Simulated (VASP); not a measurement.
# Mo (Fmmm) in VASP: notebook

Runs on Mo. Level: PBEsol. Tasks: single point.

All numbers are computed with VASP 6.6.1; they aren't measurements. Logs are shortened: lines on timing, memory, paths and dates and some standing lists are left out, and cuts for length are marked.

### Step 1. The cell of the first run

Symmetry: Fmmm, No. 69, orthorhombic system. Conventional cell: a = 3.129 Å, b = 4.381 Å, c = 4.470 Å, α = 90.00°, β = 90.00°, γ = 90.00°. Mo (site symmetry mmm) has 14 Mo at 2.69 to 3.13 Å within 3.5 Å.

### Step 2. Single point, PBEsol (strain -0.0200 x Voigt [0, 0, 0, 0, 1, 0])

Contents of INCAR:

```
PREC = Accurate
ENCUT = 520
EDIFF = 1E-6
ISMEAR = 0
SIGMA = 0.15
LREAL = False
LASPH = True
NELM = 60
ALGO = Fast
ISIF = 2
LWAVE = False
LCHARG = False
GGA = PS
NBANDS = 13
```

Contents of KPOINTS:

```
regular mesh
0
Gamma
  26 26 26
```

Contents of POSCAR:

```
Mo
1.0
   -1.5802999614      1.5646534271      1.5802999614
    1.5490068928     -1.5646534271      1.5490068928
    1.5802999614      1.5646534271     -1.5802999614
Mo
1
Direct
    0.0000000000      0.0000000000      0.0000000000
```

Potentials or basis: VASP PAW PBE potentials, release 64 (Mo_sv).

Started as:

```sh
cat potpaw_PBE.64/Mo_sv/POTCAR > POTCAR
mpirun -np 1 vasp_std > vasp.out
```

OUTCAR:

```text
PREC = Accurate
   ENCUT = 520
   EDIFF = 1E-6
   ISMEAR = 0
   LREAL = False
   LASPH = True
   NELM = 60
   ISIF = 2
   GGA = PS

 ion  position               nearest neighbor table
   1  0.000  0.000  0.000-

  LATTYP: Found a face centered orthorhombic cell.
 ALAT       =     3.1293068542
 B/A-ratio  =     1.4000714267
 C/A-ratio  =     1.4283556980

  Lattice vectors:

 A1 = (   3.1293068542,   0.0000000000,  -0.0312930686)
 A2 = (   1.5802999614,   1.5646534271,  -1.5802999614)
 A3 = (   1.5490068928,   1.5646534271,   1.5490068928)

Analysis of symmetry for initial positions (statically):
=====================================================================
 Subroutine PRICEL returns:
 Original cell was already a primitive cell.

 Routine SETGRP: Setting up the symmetry group for a
 face centered orthorhombic supercell.

 Subroutine GETGRP returns: Found  8 space group operations
 (whereof  8 operations were pure point group operations)
 out of a pool of  8 trial point group operations.

The static configuration has the point symmetry D_2h.

Analysis of symmetry for dynamics (positions and initial velocities):
=====================================================================
 Subroutine PRICEL returns:
 Original cell was already a primitive cell.

 Routine SETGRP: Setting up the symmetry group for a
 face centered orthorhombic supercell.

 Subroutine GETGRP returns: Found  8 space group operations
 (whereof  8 operations were pure point group operations)
 out of a pool of  8 trial point group operations.

The dynamic configuration has the point symmetry D_2h.

 Subroutine INISYM returns: Found  8 space group operations
 (whereof  8 operations are pure point group operations),
 and found     1 'primitive' translations

----------------------------------------------------------------------------------------

                                     Primitive cell

  volume of cell :      15.3204

  direct lattice vectors                    reciprocal lattice vectors
    -1.580299961  1.564653427  1.580299961     0.003195915  0.319559585  0.319591544
     1.549006893 -1.564653427  1.549006893     0.322787460  0.000000000  0.322787460
     1.580299961  1.564653427 -1.580299961     0.319591544  0.319559585  0.003195915

  length of vectors
     2.728156206  2.692022484  2.728156206     0.451959398  0.456490403  0.451959398

  position of ions in fractional coordinates (direct lattice)
     0.000000000  0.000000000  0.000000000

[... 83 lines left out ...]
   POTIM  = 0.5000    time-step for ionic-motion
   TEBEG  =    0.0;   TEEND  =   0.0 temperature during run
   PSTRESS=    0.0 pullay stress
   NELECT =      14.0000    total number of electrons
   NUPDOWN=      -1.0000    fix difference up-down
   EMIN   =  10.00;   EMAX   =-10.00  energy-range for DOS
   EFERMI =   0.00;   METHOD = LEGACY
   ISMEAR =     0;   SIGMA  =   0.15  broadening in eV -4-tet -1-fermi 0-gaus
   EFERMI_NEDOS =   21; number of points for ismear=-14 and -15
   IALGO  =     68    algorithm
   IMIX   =      4    mixing-type and parameters
     AMIX     =   0.40;   BMIX     =  1.00
     AMIX_MAG =   1.60;   BMIX_MAG =  1.00
  volume/ion in A,a.u.               =      15.32       103.39
  Fermi-wavevector in a.u.,A,eV,Ry     =   1.588646  3.002106 34.338336  2.523797
  Thomas-Fermi vector in A             =   2.687618
   LORBIT       =      0    0 simple, 1 ext, 2 COOP (PROOUT), +10 PAW based schemes
   GGA     = PS    functional components
   LHFCALC =     F    Hartree Fock is set to
   AEXX    =    0.0000 exact exchange contribution
   IVDW    =     0    specifies the selected vdW correction
   LEPSILON=     F    determine dielectric tensor
   LRPA    =     F    only Hartree local field effects (RPA)
 non-spin polarized calculation
 RMM-DIIS sequential band-by-band and
 Gauss-broadening in eV      SIGMA  =   0.15
  energy-cutoff  :      520.00
  volume of cell :       15.32
 maximum number of plane-waves:       428
   NGX = 11   NGY =  9   NGZ = 11

 number of electron      13.9999999 magnetization

 Free energy of the ion-electron system (eV)
  ---------------------------------------------------
  ext. energy  EPLUGINS =         0.00000000
  ---------------------------------------------------
  free energy    TOTEN  =       -11.77984702 eV

  energy without entropy =      -11.77345750  energy(sigma->0) =      -11.77665226

 E-fermi :  12.7815     XC(G=0): -13.6422

 val. band max:       12.7784436396   @ k =  -0.3462   0.2692   0.3077
 cond. band min:      12.7819188711   @ k =  -0.4615   0.4615   0.0769
 fundamental gap:      0.0034752315
 Fermi energy:        12.7814541529

 k-point     1 :       0.0000    0.0000    0.0000
  band No.  band energies     occupation
      1     -48.4063      2.00000
      2     -21.6747      2.00000
      3     -21.6435      2.00000
      4     -21.6144      2.00000
      5       5.4405      2.00000
      6      11.2208      2.00000
      7      11.3742      2.00000
      8      11.5493      2.00000
      9      14.4771      0.00000
     10      14.4889      0.00000
     11      27.4527      0.00000
     12      27.6308      0.00000
     13      27.8073      0.00000
[... 354 lines left out ...]
  band No.  band energies     occupation
      1     -48.1637      2.00000
      2     -22.9138      2.00000
      3     -22.0466      2.00000
      4     -21.6631      2.00000
      5       7.6269      2.00000
      6       9.5879      2.00000
      7      12.4957      1.99295
      8      14.3818      0.00000
      9      14.9900      0.00000
     10      16.2809      0.00000
     11      25.8933      0.00000
     12      26.6978      0.00000
     13      32.7161      0.00000

 [... further k-points ...]

------------------------ aborting loop because EDIFF is reached ----------------------------------------

  FORCE on cell =-STRESS in cart. coord.  units (eV):
  Direction    XX          YY          ZZ          XY          YZ          ZX
  --------------------------------------------------------------------------------------
  -------------------------------------------------------------------------------------
  Total        0.0712354      0.0739059      0.0712354      0.0000000     -0.0000000      0.2051302
  in kB        7.4496430      7.7289167      7.4496430      0.0000000     -0.0000000     21.4520627
  external PRESSURE =       7.5427342 kB  Pullay stress =       0.0000000 kB

 VOLUME and BASIS-vectors are now :
 -----------------------------------------------------------------------------
  energy-cutoff  :      520.00
  volume of cell :       15.32
      direct lattice vectors                 reciprocal lattice vectors
    -1.580299961  1.564653427  1.580299961     0.003195915  0.319559585  0.319591544
     1.549006893 -1.564653427  1.549006893     0.322787460  0.000000000  0.322787460
     1.580299961  1.564653427 -1.580299961     0.319591544  0.319559585  0.003195915

 POSITION                                       TOTAL-FORCE (eV/Angst)
 -----------------------------------------------------------------------------------
      0.00000      0.00000      0.00000         0.000000      0.000000     -0.000000
 -----------------------------------------------------------------------------------
    total drift:                                0.000000      0.000000      0.000000

  FREE ENERGIE OF THE ION-ELECTRON SYSTEM (eV)
  ---------------------------------------------------
  free  energy   TOTEN  =       -11.7798470220 eV

  energy  without entropy=      -11.7734575024  energy(sigma->0) =      -11.77665226
```

OSZICAR:

```text
N       E                     dE             d eps       ncg     rms          rms(c)
DAV:   1     0.915960731070E+02    0.91596E+02   -0.80597E+03 64791   0.111E+03
DAV:   2    -0.113692704568E+02   -0.10297E+03   -0.99079E+02 74021   0.312E+02
DAV:   3    -0.125275386704E+02   -0.11583E+01   -0.11552E+01 71701   0.329E+01
DAV:   4    -0.125300740655E+02   -0.25354E-02   -0.25353E-02 72061   0.187E+00
DAV:   5    -0.125300899677E+02   -0.15902E-04   -0.15903E-04 73091   0.132E-01    0.166E+01
RMM:   6    -0.118784667010E+02    0.65162E+00   -0.73872E-01 64448   0.797E+00    0.489E+00
RMM:   7    -0.117846756168E+02    0.93791E-01   -0.21438E-01 65912   0.419E+00    0.110E+00
RMM:   8    -0.117800465181E+02    0.46291E-02   -0.10897E-02 71922   0.116E+00    0.136E-01
RMM:   9    -0.117798561278E+02    0.19039E-03   -0.11082E-03 72492   0.339E-01    0.500E-02
RMM:  10    -0.117798477710E+02    0.83567E-05   -0.16917E-04 74388   0.140E-01    0.175E-02
RMM:  11    -0.117798468670E+02    0.90406E-06   -0.18282E-05 73454   0.478E-02    0.214E-03
RMM:  12    -0.117798470220E+02   -0.15501E-06   -0.43977E-06 56440   0.183E-02
   1 F= -.11779847E+02 E0= -.11776652E+02  d E =-.638952E-02
```

stdout:

```text
POSCAR found type information on POSCAR Mo
 POSCAR found :  1 types and       1 ions
 scaLAPACK will be used
 -----------------------------------------------------------------------------
|                                                                             |
|                                                                             |
|     You enforced a specific xc type in the INCAR file but a different       |
|     I HOPE YOU KNOW WHAT YOU ARE DOING!                                     |
|                                                                             |
 -----------------------------------------------------------------------------

 LDA part: xc-table for (Slater+PW92), standard interpolation
 POSCAR, INCAR and KPOINTS ok, starting setup
 FFT: planning ... GRIDC
 FFT: planning ... GRID_SOFT
 FFT: planning ... GRID
 WAVECAR not read
 entering main loop
```

Run time: 9.2 min. Hardware: 1 thread of Intel Xeon 8259CL, shared host; peak memory 0.53 GiB.

What came out:

```yaml
Free_energy: -11.7798 eV
Pressure: 0.8 GPa
Band_gap_on_the_k_mesh: zero (bands 7 and 8 overlap by 5.25 eV)
```

Caveat: the cell differs from its parent crystal (strain -0.0200 x Voigt [0, 0, 0, 0, 1, 0]); the PAW data sets were made with another functional, which shifts forces and pressure a little.

### Step 3. Single point, PBEsol (strain +0.0150 x Voigt [0, 0, 0, 0, 1, 0])

Contents of INCAR:

```
PREC = Accurate
ENCUT = 520
EDIFF = 1E-6
ISMEAR = 0
SIGMA = 0.15
LREAL = F
LASPH = T
NELM = 100
ALGO = Fast
ISIF = 2
LWAVE = F
LCHARG = F
GGA = PS
NBANDS = 13
```

Contents of KPOINTS:

```
Automatic mesh
0
Gamma
  26 26 26
```

Contents of POSCAR:

```
Mo
1.0
   -1.5529185264      1.5646534271      1.5529185264
    1.5763883278     -1.5646534271      1.5763883278
    1.5529185264      1.5646534271     -1.5529185264
Mo
1
Direct
    0.0000000000      0.0000000000      0.0000000000
```

Potentials or basis: VASP PAW PBE potentials, release 64 (Mo_sv).

Started as:

```sh
cat potpaw_PBE.64/Mo_sv/POTCAR > POTCAR
mpirun -np 1 vasp_std > vasp.out
```

OUTCAR:

```text
PREC = Accurate
   ENCUT = 520
   EDIFF = 1E-6
   ISMEAR = 0
   LREAL = F
   LASPH = T
   NELM = 100
   ISIF = 2
   GGA = PS

 ion  position               nearest neighbor table
   1  0.000  0.000  0.000-

  LATTYP: Found a face centered orthorhombic cell.
 ALAT       =     3.1293068542
 B/A-ratio  =     1.4036069607
 C/A-ratio  =     1.4248201641

  Lattice vectors:

 A1 = (  -0.0234698014,   0.0000000000,  -3.1293068542)
[... 564 lines left out ...]
     12      26.6887      0.00000
     13      32.6636      0.00000

 [... further k-points ...]

------------------------ aborting loop because EDIFF is reached ----------------------------------------

  FORCE on cell =-STRESS in cart. coord.  units (eV):
  Direction    XX          YY          ZZ          XY          YZ          ZX
  --------------------------------------------------------------------------------------
  -------------------------------------------------------------------------------------
  Total        0.0679731      0.0694067      0.0679731     -0.0000000      0.0000000     -0.1532546
  in kB        7.1081673      7.2580845      7.1081673     -0.0000000      0.0000000    -16.0263348
  external PRESSURE =       7.1581397 kB  Pullay stress =       0.0000000 kB

 VOLUME and BASIS-vectors are now :
 -----------------------------------------------------------------------------
  energy-cutoff  :      520.00
  volume of cell :       15.32
      direct lattice vectors                 reciprocal lattice vectors
    -1.552918526  1.564653427  1.552918526    -0.002396832  0.319559585  0.319577561
     1.576388328 -1.564653427  1.576388328     0.317180730  0.000000000  0.317180730
     1.552918526  1.564653427 -1.552918526     0.319577561  0.319559585 -0.002396832

 POSITION                                       TOTAL-FORCE (eV/Angst)
 -----------------------------------------------------------------------------------
      0.00000      0.00000      0.00000        -0.000000     -0.000000     -0.000000
 -----------------------------------------------------------------------------------
    total drift:                                0.000000      0.000000      0.000000

  FREE ENERGIE OF THE ION-ELECTRON SYSTEM (eV)
  ---------------------------------------------------
  free  energy   TOTEN  =       -11.7807464069 eV

  energy  without entropy=      -11.7743495356  energy(sigma->0) =      -11.77754797
```

OSZICAR:

```text
N       E                     dE             d eps       ncg     rms          rms(c)
DAV:   1     0.915368876701E+02    0.91537E+02   -0.80722E+03 64742   0.111E+03
DAV:   2    -0.113748486192E+02   -0.10291E+03   -0.99062E+02 73691   0.311E+02
DAV:   3    -0.125287525386E+02   -0.11539E+01   -0.11509E+01 71866   0.329E+01
DAV:   4    -0.125313017224E+02   -0.25492E-02   -0.25491E-02 72361   0.188E+00
DAV:   5    -0.125313175559E+02   -0.15833E-04   -0.15833E-04 72901   0.132E-01    0.166E+01
RMM:   6    -0.118793853541E+02    0.65193E+00   -0.73920E-01 64451   0.797E+00    0.489E+00
RMM:   7    -0.117855838439E+02    0.93802E-01   -0.21430E-01 65923   0.419E+00    0.110E+00
RMM:   8    -0.117809430712E+02    0.46408E-02   -0.10879E-02 71923   0.116E+00    0.135E-01
RMM:   9    -0.117807554781E+02    0.18759E-03   -0.11046E-03 72476   0.339E-01    0.501E-02
RMM:  10    -0.117807471906E+02    0.82875E-05   -0.16847E-04 74346   0.140E-01    0.172E-02
RMM:  11    -0.117807461697E+02    0.10210E-05   -0.18588E-05 73435   0.481E-02    0.245E-03
RMM:  12    -0.117807464069E+02   -0.23724E-06   -0.43601E-06 56340   0.179E-02
   1 F= -.11780746E+02 E0= -.11777548E+02  d E =-.639687E-02
```

stdout:

```text
POSCAR found type information on POSCAR Mo
 POSCAR found :  1 types and       1 ions
 scaLAPACK will be used
 -----------------------------------------------------------------------------
|                                                                             |
|                                                                             |
|     You enforced a specific xc type in the INCAR file but a different       |
|     I HOPE YOU KNOW WHAT YOU ARE DOING!                                     |
|                                                                             |
 -----------------------------------------------------------------------------

 LDA part: xc-table for (Slater+PW92), standard interpolation
 POSCAR, INCAR and KPOINTS ok, starting setup
 FFT: planning ... GRIDC
 FFT: planning ... GRID_SOFT
 FFT: planning ... GRID
 WAVECAR not read
 entering main loop
```

Run time: 9 min. Hardware: 1 thread of Intel Xeon 8259CL, shared host; peak memory 0.53 GiB.

Results:

| Property | Result |
| --- | --- |
| Free energy | -11.7807 eV |
| Pressure | 0.7 GPa |
| Band gap on the k mesh | zero (bands 7 and 8 overlap by 5.31 eV) |

Caveat: the cell differs from its parent crystal (strain +0.0150 x Voigt [0, 0, 0, 0, 1, 0]); the PAW data sets were made with another functional, which shifts forces and pressure a little.

[end of part 1 of 2]
